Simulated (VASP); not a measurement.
Input of a VASP 6.6.1 run:

The input INCAR:

```
SYSTEM = Si6Sn
ALGO = Normal
EDIFF = 1E-7
EDIFFG = -0.01
ENCUT = 600
GGA = PE
IBRION = 2
ISIF = 3
ISMEAR = 0
LASPH = .TRUE.
LCHARG = .FALSE.
LREAL = .FALSE.
LWAVE = .FALSE.
NELM = 100
NSW = 100
PREC = Accurate
SIGMA = 0.1
```

Contents of KPOINTS:

```
k-points
0
G
  6 6 12
  0 0 0
```

The input POSCAR:

```
Si6Sn
1.0
    7.3257404072      0.0000000000      0.0000000000
   -3.6628702036      6.3442772942      0.0000000000
    0.0000000000      0.0000000000      2.5818997678
Si Sn
6 1
Direct
    0.3025293473      0.4483926229      0.0000000000
    0.4483926229      0.1458632755      0.0000000000
    0.8541367245      0.3025293473      0.0000000000
    0.5516073771      0.8541367245      0.0000000000
    0.6974706527      0.5516073771      0.0000000000
    0.1458632755      0.6974706527      0.0000000000
    0.0000000000      0.0000000000      0.0000000000
```

Potentials or basis: VASP PAW PBE potentials, release 64 (Si, Sn_d).

Run with:

```sh
$ cat potpaw_PBE.64/Si/POTCAR potpaw_PBE.64/Sn_d/POTCAR > POTCAR
$ mpirun -np 1 vasp_std > vasp.out
```

Q: Estimate the space group after relaxing (to 0.05 Å).

A: P6/m (No. 175).

Q: Predict the relaxed cell.

A: a = 7.323 Å, b = 7.323 Å, c = 2.619 Å, α = 90.00°, β = 90.00°, γ = 120.00°.

Forces on the atoms (eV/Å):
```
Si   0.000 -0.004  0.000
Si  -0.003 -0.002  0.000
Si   0.003 -0.002  0.000
Si   0.003  0.002  0.000
Si   0.000  0.004  0.000
Si  -0.003  0.002  0.000
Sn   0.000  0.000  0.000
```
